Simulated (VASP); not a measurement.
# ScSiTe3 (R3m) in VASP: single point with PBE

Aim: the single point of ScSiTe3 with PBE.

Everything below comes from runs of VASP 6.6.1. Logs are shortened: lines on timing, memory, paths and dates and some standing lists are left out, and cuts for length are marked.

## Step 1: The cell of the first run

It takes space group R3m (No. 160, trigonal). Conventional cell: a = 7.661 Å, b = 7.661 Å, c = 8.710 Å, α = 90.00°, β = 90.00°, γ = 120.00°. Within 3.7 Å of Sc (site symmetry 3m) lie 1 Si at 2.81 Å and 3 Te at 2.91 Å. Within 3.4 Å of Si (site symmetry 3m) lie 3 Te at 2.55 Å and 1 Sc at 2.81 Å. Within 3.4 Å of Te (site symmetry m) lie 1 Si at 2.55 Å and 1 Sc at 2.91 Å.

## Step 2: Single point, PBE

Input file POSCAR:

```
ScSiTe3
1.0
    3.8302642242      2.2114040809      2.9031822537
   -3.8302642242      2.2114040809      2.9031822537
    0.0000000000     -4.4228081619      2.9031822537
Sc Si Te
1 1 3
Direct
    0.2290949254      0.2290949254      0.2290949254
    0.5519831560      0.5519831560      0.5519831560
    0.8381247931      0.3014191623      0.8381247931
    0.8381247931      0.8381247931      0.3014191623
    0.3014191623      0.8381247931      0.8381247931
```

Input file INCAR.step1:

```
ALGO = Normal
EDIFF = 1E-7
ENCUT = 520
GGA = PE
ISIF = 2
ISMEAR = 0
LASPH = True
LCHARG = True
LMAXMIX = 4
LREAL = False
LWAVE = False
NBANDS = 24
NELM = 60
PREC = Accurate
SIGMA = 0.1
```

Input file KPOINTS.step1:

```
k-points
0
Gamma
  6 6 6
```

Input file INCAR.step2:

```
ALGO = Normal
EDIFF = 1E-7
ENCUT = 520
GGA = PE
ICHARG = 11
ISIF = 2
ISMEAR = -5
LASPH = True
LCHARG = False
LMAXMIX = 4
LORBIT = 11
LREAL = False
LWAVE = False
NBANDS = 24
NEDOS = 2001
NELM = 60
PREC = Accurate
SIGMA = 0.1
```

Input file KPOINTS.step2:

```
k-points
0
Gamma
  9 9 9
```

Potentials or basis: VASP PAW PBE potentials, release 64 (Sc_sv, Si, Te).

Command:

```
cat potpaw_PBE.64/Sc_sv/POTCAR potpaw_PBE.64/Si/POTCAR potpaw_PBE.64/Te/POTCAR > POTCAR
cp INCAR.step1 INCAR
cp KPOINTS.step1 KPOINTS
mpirun -np 1 vasp_std > vasp.out
cp INCAR.step2 INCAR
cp KPOINTS.step2 KPOINTS
mpirun -np 1 vasp_std > vasp.out
```

OUTCAR:

```text
EDIFF = 1E-7
   ENCUT = 520
   GGA = PE
   ICHARG = 11
   ISIF = 2
   ISMEAR = -5
   LASPH = True
   LORBIT = 11
   LREAL = False
   NELM = 60
   PREC = Accurate

 ion  position               nearest neighbor table
   1  0.229  0.229  0.229-   2 2.81   4 2.91   3 2.91   5 2.91
   2  0.552  0.552  0.552-   3 2.55   5 2.55   4 2.55   1 2.81
   3  0.838  0.301  0.838-   2 2.55   1 2.91   5 3.55   4 3.55   5 3.66   5 3.66   4 3.66   4 3.66

   4  0.838  0.838  0.301-   2 2.55   1 2.91   3 3.55   5 3.55   3 3.66   5 3.66   3 3.66   5 3.66

   5  0.301  0.838  0.838-   2 2.55   1 2.91   3 3.55   4 3.55   3 3.66   3 3.66   4 3.66   4 3.66

  LATTYP: Found a trigonal (rhomboedric) cell.
 ALAT       =     5.2905292017
 COS(alpha) =    -0.0483088013

  Lattice vectors:

 A1 = (   3.8302642242,   2.2114040809,   2.9031822537)
 A2 = (  -3.8302642242,   2.2114040809,   2.9031822537)
 A3 = (   0.0000000000,  -4.4228081619,   2.9031822537)

Analysis of symmetry for initial positions (statically):
=====================================================================
 Subroutine PRICEL returns:
 Original cell was already a primitive cell.

 Routine SETGRP: Setting up the symmetry group for a
 trigonal (rhombohedral) supercell.

 Subroutine GETGRP returns: Found  6 space group operations
 (whereof  6 operations were pure point group operations)
 out of a pool of 12 trial point group operations.

The static configuration has the point symmetry C_3v.

Analysis of symmetry for dynamics (positions and initial velocities):
=====================================================================
 Subroutine PRICEL returns:
 Original cell was already a primitive cell.

 Routine SETGRP: Setting up the symmetry group for a
 trigonal (rhombohedral) supercell.

 Subroutine GETGRP returns: Found  6 space group operations
 (whereof  6 operations were pure point group operations)
 out of a pool of 12 trial point group operations.

The dynamic configuration has the point symmetry C_3v.

 Subroutine INISYM returns: Found  6 space group operations
 (whereof  6 operations are pure point group operations),
 and found     1 'primitive' translations

----------------------------------------------------------------------------------------

                                     Primitive cell

  volume of cell :     147.5443

  direct lattice vectors                    reciprocal lattice vectors
     3.830264224  2.211404081  2.903182254     0.130539297  0.075366898  0.114816537
    -3.830264224  2.211404081  2.903182254    -0.130539297  0.075366898  0.114816537
     0.000000000 -4.422808162  2.903182254     0.000000000 -0.150733797  0.114816537

  length of vectors
     5.290529202  5.290529202  5.290529202     0.189482228  0.189482228  0.189482228

  position of ions in fractional coordinates (direct lattice)
     0.229094925  0.229094925  0.229094925
     0.551983156  0.551983156  0.551983156
     0.838124793  0.301419162  0.838124793
     0.838124793  0.838124793  0.301419162
     0.301419162  0.838124793  0.838124793

  ion indices of the primitive-cell ions
   primitive index   ion index
                 1           1
                 2           2
                 3           3
                 4           4
                 5           5

----------------------------------------------------------------------------------------

 KPOINTS: k-points

Automatic generation of k-mesh.
 Grid dimensions read from file:
 generate k-points for:    9    9    9

 Generating k-lattice:

  Cartesian coordinates                     Fractional coordinates (reciprocal lattice)
     0.014504366  0.008374100  0.012757393     0.111111111  0.000000000  0.000000000
    -0.014504366  0.008374100  0.012757393     0.000000000  0.111111111  0.000000000
     0.000000000 -0.016748200  0.012757393    -0.000000000 -0.000000000  0.111111111

  Length of vectors
     0.021053581  0.021053581  0.021053581

  Shift w.r.t. Gamma in fractional coordinates (k-lattice)
     0.000000000  0.000000000  0.000000000

 TETIRR: Found   1072 inequivalent tetrahedra from     4374

 Subroutine IBZKPT returns following result:
 ===========================================

 Found     85 irreducible k-points:

 Following reciprocal coordinates:
            Coordinates               Weight
  0.000000  0.000000  0.000000      1.000000
  0.111111  0.000000  0.000000      6.000000
  0.222222  0.000000  0.000000      6.000000
  0.333333 -0.000000  0.000000      6.000000
  0.444444  0.000000  0.000000      6.000000
  0.111111  0.111111  0.000000      6.000000
[... 16 lines left out ...]
 -0.333333  0.333333  0.000000      6.000000
  0.444444  0.444444  0.000000      6.000000
 [... further k-points ...]
   k-points           NKPTS =     85   k-points in BZ     NKDIM =     85   number of bands    NBANDS=     24
   number of dos      NEDOS =   2001   number of ions     NIONS =      5
   total plane-waves  NPLWV =  64000
   dimension x,y,z NGX =    40 NGY =   40 NGZ =   40
   dimension x,y,z NGXF=    80 NGYF=   80 NGZF=   80
   ions per type =               1   1   3
   NGX,Y,Z   is equivalent  to a cutoff of  12.57, 12.57, 12.57 a.u.
   NGXF,Y,Z  is equivalent  to a cutoff of  25.14, 25.14, 25.14 a.u.
 SYSTEM =  unknown system
   PREC   = accura    normal or accurate (medium, high low for compatibility)
   ISTART =      0    job   : 0-new  1-cont  2-samecut
   ICHARG =     11    charge: 1-file 2-atom 10-const
   ISPIN  =      1    spin polarized calculation?
   LNONCOLLINEAR =      F non collinear calculations
   LSORBIT =      F    spin-orbit coupling
   LASPH  =      T    aspherical Exc in radial PAW
   ENCUT  =  520.0 eV  38.22 Ry    6.18 a.u.   9.84  9.84  9.84*2*pi/ulx,y,z
   NELM   =     60;   NELMIN=  2; NELMDL=  0     # of ELM steps
   EDIFF  = 0.1E-06   stopping-criterion for ELM
   LREAL  =      F    real-space projection
   EDIFFG = 0.1E-05   stopping-criterion for IOM
   NSW    =      0    number of steps for IOM
   IBRION =     -1    ionic relax: 0-MD 1-quasi-New 2-CG
   NFREE  =      0    steps in history (QN), initial steepest desc. (CG)
   ISIF   =      2    stress and relaxation
   ISYM   =      2    0-nonsym 1-usesym 2-fastsym
   POTIM  = 0.5000    time-step for ionic-motion
   TEBEG  =    0.0;   TEEND  =   0.0 temperature during run
   PSTRESS=    0.0 pullay stress
   NELECT =      33.0000    total number of electrons
   NUPDOWN=      -1.0000    fix difference up-down
   EMIN   =  10.00;   EMAX   =-10.00  energy-range for DOS
   EFERMI =   0.00;   METHOD = LEGACY
   ISMEAR =    -5;   SIGMA  =   0.10  broadening in eV -4-tet -1-fermi 0-gaus
   EFERMI_NEDOS =   21; number of points for ismear=-14 and -15
   IALGO  =     38    algorithm
   IMIX   =      4    mixing-type and parameters
     AMIX     =   0.40;   BMIX     =  1.00
     AMIX_MAG =   1.60;   BMIX_MAG =  1.00
  volume/ion in A,a.u.               =      29.51       199.14
  Fermi-wavevector in a.u.,A,eV,Ry     =   0.993738  1.877893 13.435967  0.987516
  Thomas-Fermi vector in A             =   2.125641
   LORBIT       =     11    0 simple, 1 ext, 2 COOP (PROOUT), +10 PAW based schemes
   GGA     = PE    functional components
   LHFCALC =     F    Hartree Fock is set to
   AEXX    =    0.0000 exact exchange contribution
   IVDW    =     0    specifies the selected vdW correction
   LEPSILON=     F    determine dielectric tensor
   LRPA    =     F    only Hartree local field effects (RPA)
 non-spin polarized calculation
 Fermi weights with tetrahedron method with Bloechl corrections
  energy-cutoff  :      520.00
  volume of cell :      147.54
 maximum number of plane-waves:      3997

 number of electron      32.9999999 magnetization

 Free energy of the ion-electron system (eV)
  ---------------------------------------------------
  ext. energy  EPLUGINS =         0.00000000
  ---------------------------------------------------
  free energy    TOTEN  =       -21.29221540 eV

  energy without entropy =      -21.29221540  energy(sigma->0) =      -21.29221540

 E-fermi :   5.5437     XC(G=0):  -9.2530

 val. band max:        5.5749879828   @ k =  -0.4444  -0.4444   0.3333
 cond. band min:       5.5423466382   @ k =  -0.2222   0.3333   0.2222
 fundamental gap:     -0.0326413446
 Fermi energy:         5.5437332395

 k-point     1 :       0.0000    0.0000    0.0000
  band No.  band energies     occupation
      1     -45.1357      2.00000
      2     -23.7927      2.00000
      3     -23.7927      2.00000
      4     -23.6552      2.00000
      5      -7.1923      2.00000
      6      -4.8551      2.00000
[... 16 lines left out ...]
     23       7.6035      0.00000
     24       9.1530      0.00000

 k-point     2 :       0.1111    0.0000    0.0000
  band No.  band energies     occupation
      1     -45.1357      2.00000
      2     -23.7928      2.00000
      3     -23.7927      2.00000
      4     -23.6552      2.00000
      5      -7.1470      2.00000
      6      -4.9569      2.00000
[... 16 lines left out ...]
     23       7.6182      0.00000
     24       9.1005      0.00000

 k-point     3 :       0.2222    0.0000    0.0000
  band No.  band energies     occupation
      1     -45.1357      2.00000
      2     -23.7930      2.00000
      3     -23.7927      2.00000
      4     -23.6553      2.00000
      5      -7.0150      2.00000
      6      -5.2215      2.00000
[... 16 lines left out ...]
     23       7.6292      0.00000
     24       9.0290      0.00000
[... 514 lines left out ...]
 k-point    23 :      -0.3333    0.3333    0.0000
  band No.  band energies     occupation
      1     -45.1357      2.00000
      2     -23.7933      2.00000
      3     -23.7928      2.00000
      4     -23.6555      2.00000
      5      -6.4516      2.00000
      6      -5.6735      2.00000
[... 16 lines left out ...]
     23       8.2773      0.00000
     24       8.7039      0.00000

 k-point    24 :       0.4444    0.4444    0.0000
  band No.  band energies     occupation
      1     -45.1357      2.00000
      2     -23.7935      2.00000
      3     -23.7928      2.00000
      4     -23.6556      2.00000
      5      -6.0927      2.00000
      6      -5.6301      2.00000
[... 16 lines left out ...]
     23       7.6915      0.00000
     24       9.1684      0.00000

 [... further k-points ...]

------------------------ aborting loop because EDIFF is reached ----------------------------------------

  FORCE on cell =-STRESS in cart. coord.  units (eV):
  Direction    XX          YY          ZZ          XY          YZ          ZX
  --------------------------------------------------------------------------------------
  -------------------------------------------------------------------------------------
  Total       -0.0096845     -0.0096845     -0.0038878      0.0000000      0.0000000      0.0000000
  in kB       -0.1051634     -0.1051634     -0.0422170      0.0000000      0.0000000      0.0000000
  external PRESSURE =      -0.0841813 kB  Pullay stress =       0.0000000 kB

 VOLUME and BASIS-vectors are now :
 -----------------------------------------------------------------------------
  energy-cutoff  :      520.00
  volume of cell :      147.54
      direct lattice vectors                 reciprocal lattice vectors
     3.830264224  2.211404081  2.903182254     0.130539297  0.075366898  0.114816537
    -3.830264224  2.211404081  2.903182254    -0.130539297  0.075366898  0.114816537
     0.000000000 -4.422808162  2.903182254     0.000000000 -0.150733797  0.114816537

 POSITION                                       TOTAL-FORCE (eV/Angst)
 -----------------------------------------------------------------------------------
      0.00000     -0.00000      1.99531         0.000000     -0.000000      0.006898
      0.00000     -0.00000      4.80752         0.000000     -0.000000      0.005762
      2.05572     -1.18687      5.74153        -0.005193      0.002998     -0.004220
      0.00000      2.37375      5.74153         0.000000     -0.005997     -0.004220
     -2.05572     -1.18687      5.74153         0.005193      0.002998     -0.004220
 -----------------------------------------------------------------------------------
    total drift:                               -0.000000     -0.000000     -0.001239

  FREE ENERGIE OF THE ION-ELECTRON SYSTEM (eV)
  ---------------------------------------------------
  free  energy   TOTEN  =       -21.2922153987 eV

  energy  without entropy=      -21.2922153987  energy(sigma->0) =      -21.29221540

 total charge

# of ion       s       p       d       tot
------------------------------------------
    1        2.176   6.067   0.990   9.233
    2        0.830   0.762   0.000   1.592
    3        1.390   1.944   0.037   3.371
    4        1.390   1.944   0.037   3.371
    5        1.390   1.944   0.037   3.371
--------------------------------------------------
tot          7.175  12.662   1.101  20.938
```

Wall time 8 min (1 thread of Intel Xeon 8259CL, shared host); peak memory 0.45 GiB.

Results:

- Valence electrons inside the program's atomic spheres: Sc 9.23; Si 1.59; Te 3.37

Caveat: spin-orbit coupling is left out, which moves the levels of the heavy elements; tetrahedron occupations give inexact forces and stress in metals.
